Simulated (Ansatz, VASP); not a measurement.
AlAs: VASP beside Ansatz

File INCAR:

```
PREC = Accurate
ENCUT = 500
EDIFF = 1E-7
ISMEAR = 0
SIGMA = 0.02
LREAL = False
LASPH = True
NELM = 120
ALGO = Normal
ISIF = 3
LWAVE = False
LCHARG = False
GGA = PE
IVDW = 12
IBRION = 2
NSW = 100
EDIFFG = -0.01
GGA_COMPAT = False
NELMIN = 4
```

KPOINTS

```
regular mesh
0
Gamma
  8 8 8
```

POSCAR

```
AlAs
1.0
    0.0000000000      2.8379008800      2.8379008800
    2.8379008800      0.0000000000      2.8379008800
    2.8379008800      2.8379008800      0.0000000000
Al As
1 1
Direct
    0.0000000000      0.0000000000      0.0000000000
    0.7500000000      0.7500000000      0.7500000000
```

Input for Ansatz:

```yaml
crystal:
  lattice:
    - [0.0, 2.83790088, 2.83790088]
    - [2.83790088, 0.0, 2.83790088]
    - [2.83790088, 2.83790088, 0.0]
  atoms:
    - { symbol: Al, position: [0.0, 0.0, 0.0] }
    - { symbol: As, position: [0.75, 0.75, 0.75] }
basis:
  ecutwfc: 420
kpoints:
  mp_grid: { grid: [8, 8, 8] }
hamiltonian:
  xc: pbe
  dispersion: d3bj
scf:
  occupations: { method: gaussian, width: 0.02 }
output:
  forces: true
  stress: true
  eigenvalues: true
relax:
  adjacent_minimum: "off"
  f_tol: 0.01
  max_steps: 80
  cell: { stress_tol: 0.05 }
```

Alike in both runs: task relaxation of cell and atoms; functional PBE; dispersion D3(BJ); k mesh 8 × 8 × 8; occupations gaussian, width 0.02 eV; no spin polarisation.

|  | VASP | Ansatz |
| --- | --- | --- |
| version | VASP 6.6.1 | Ansatz 0.2.0 |
| potentials or method | VASP PAW PBE potentials, release 64 (Al, As), cutoff 500 eV | scalar-relativistic, plane waves, PAW |
| valence electrons in the cell | 8 | 18 |

|  | VASP | Ansatz | Ansatz less VASP |
| --- | --- | --- | --- |
| gap on the k mesh at the Fermi level, each at its own relaxed structure (eV) | 1.44 | 1.45 | +0.006 |
| relaxed volume (Å³/atom) | 22.78 | 22.72 | -0.054 |
| relaxed cell length with the largest relative difference (Å) | 4.009 | 4.006 | -0.0032 |

VASP's potentials hold 8 valence electrons a cell and Ansatz's 18, so a difference there can come from the potentials and not from the codes.
